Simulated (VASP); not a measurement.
Here is a VASP 6.6.1 calculation.

The input POSCAR:

```
Ta3Cu
1.0
   -1.9655463842      1.9655463842      4.1222648751
    1.9655463842     -1.9655463842      4.1222648751
    1.9655463842      1.9655463842     -4.1222648751
Ta Cu
3 1
Direct
    0.5000000000      0.5000000000      0.0000000000
    0.2500000000      0.7500000000      0.5000000000
    0.7500000000      0.2500000000      0.5000000000
    0.0000000000      0.0000000000      0.0000000000
```

The input INCAR.step1:

```
  ALGO = Normal
  EDIFF = 1E-4
  ENCUT = 520
  GGA = PE
  ISMEAR = -1
  LASPH = T
  LCHARG = F
  LREAL = F
  LWAVE = T
  NBANDS = 30
  NELM = 100
  PREC = Accurate
  SIGMA = 0.05
```

File INCAR.step2:

```
  ALGO = Normal
  EDIFF = 1E-7
  ENCUT = 520
  ISIF = 2
  ISMEAR = -1
  ISTART = 1
  LASPH = T
  LCHARG = F
  LMIXTAU = T
  LREAL = F
  LWAVE = F
  METAGGA = R2SCAN
  NBANDS = 30
  NELM = 100
  PREC = Accurate
  SIGMA = 0.05
```

The input KPOINTS:

```
k-points
0
Gamma
  9 9 9
```

Potentials or basis: VASP PAW PBE potentials, release 64 (Ta_pv, Cu).

Run with:

```sh
$ cat potpaw_PBE.64/Ta_pv/POTCAR potpaw_PBE.64/Cu/POTCAR > POTCAR
$ cp INCAR.step1 INCAR
$ mpirun -np 1 vasp_std > vasp.out
$ cp INCAR.step2 INCAR
$ mpirun -np 1 vasp_std > vasp.out
```

**Question.** What does it give for the band gap on the k mesh?

**Answer.** Zero (bands 22 and 23 overlap by 1.55 eV).

**Question.** Predict the pressure.

**Answer.** 10.7 GPa.

Stress tensor (GPa, compression positive):
```
10.62  0.00  0.00
 0.00 10.62  0.00
 0.00  0.00 10.74
```

Caveat: the cell stands under pressure; the PAW data sets were made with another functional, which shifts forces and pressure a little; spin-orbit coupling is left out, which moves the levels of the heavy elements.
